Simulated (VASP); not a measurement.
Write the native input for VASP 6.6.1 that does the following.

```
Task                   : single point
Functional             : PBE
Potentials or basis    : VASP PAW PBE potentials, release 64 (In_d, Al, As)
Cutoff                 : 520 eV
k mesh                 : 10 × 10 × 10
Occupations            : gaussian, width 0.1 eV
Spin                   : no spin polarisation
Dipole correction      : no
Further INCAR settings : ALGO = Normal; EDIFF = 1e-07; NBANDS = 26
```

The structure of Al2InAs3 lies in POSCAR:

```
Al2InAs3
1.0
    0.0000000000      2.9330132484     -2.9330132485
   -5.8795780364      0.0000000000      0.0000000000
    2.9397890182      2.9337187159      5.8667319643
In Al As
1 2 3
Direct
    0.5000000000      0.7493412104      0.0000000000
    0.1689950709      0.4189136646      0.3379901418
    0.8310049291      0.0809235227      0.6620098582
    0.3247187749      0.3110731734      0.6494375498
    0.0000000000      0.0281128052      0.0000000000
    0.6752812251      0.6616356237      0.3505624502
```

The input as run:

INCAR

```
ALGO = Normal
EDIFF = 1E-7
ENCUT = 520
GGA = PE
ISIF = 2
ISMEAR = 0
LASPH = T
LCHARG = F
LREAL = F
LWAVE = F
NBANDS = 26
NELM = 60
PREC = Accurate
SIGMA = 0.1
```

KPOINTS

```
k-points
0
Gamma
  10 10 10
```

Potentials or basis: VASP PAW PBE potentials, release 64 (In_d, Al, As).

Command:

```sh
$ cat potpaw_PBE.64/In_d/POTCAR potpaw_PBE.64/Al/POTCAR potpaw_PBE.64/As/POTCAR > POTCAR
$ mpirun -np 1 vasp_std > vasp.out
```

Results of the run:

```
Pressure               : 0.1 GPa
Largest force          : 0.004 eV/Å
Band gap on the k mesh : 0.88 eV
```

Caveat: spin-orbit coupling is left out, which moves the levels of the heavy elements.

Wall time 17 min on 1 thread of Intel(R) Xeon(R) Platinum 8488C (Sapphire Rapids) (shared host), peak memory 0.74 GiB.
